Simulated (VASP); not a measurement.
Set up this calculation in VASP 6.6.1, as the native input.

| Item | Value |
| --- | --- |
| Task | single point |
| Functional | LDA |
| Potentials or basis | VASP PAW LDA potentials, release 64 (Pb_d) |
| Cutoff | 520 eV |
| k mesh | 15 × 15 × 15 |
| Occupations | fermi-dirac, width 0.05 eV |
| Spin | no spin polarisation |
| Dipole correction | no |
| Further INCAR settings | ALGO = Normal; EDIFF = 1e-06; NBANDS = 13 |

The structure of Pb lies in POSCAR:

```
Pb
1.0
    0.0000000000      2.2458625071      2.2458625071
    2.2458625071      0.0000000000      2.2458625071
    2.2458625071      2.2458625071      0.0000000000
Pb
1
Direct
    0.0000000000      0.0000000000      0.0000000000
```

This cell differs from its parent crystal: volume scaled by 0.78.

One way to write it, as run:

INCAR

```
SYSTEM = Pb
PREC = Accurate ; ENCUT = 520
EDIFF = 1E-6 ; ISMEAR = -1
SIGMA = 0.05 ; LREAL = .False.
LASPH = .True. ; NELM = 60
ALGO = Normal ; ISIF = 2
LWAVE = .False. ; LCHARG = .False.
NBANDS = 13
```

KPOINTS

```
Automatic mesh
0
Gamma
  15 15 15
  0 0 0
```

Potentials or basis: VASP PAW LDA potentials, release 64 (Pb_d).

The run is started by

```console
$ cat potpaw_LDA.64/Pb_d/POTCAR > POTCAR
$ mpirun -np 1 vasp_std > vasp.out
```

It gave:

The pressure is 24.2 GPa. The band gap on the k mesh is zero (band 7 reaches 20.58 eV, above the bottom of band 8 at 8.63 eV).

Caveat: spin-orbit coupling is left out, which moves the levels of the heavy elements.

It took 24 s on 1 thread of AMD EPYC 7R13 Processor (Zen 3), with other jobs on the host, peak memory 0.12 GiB.
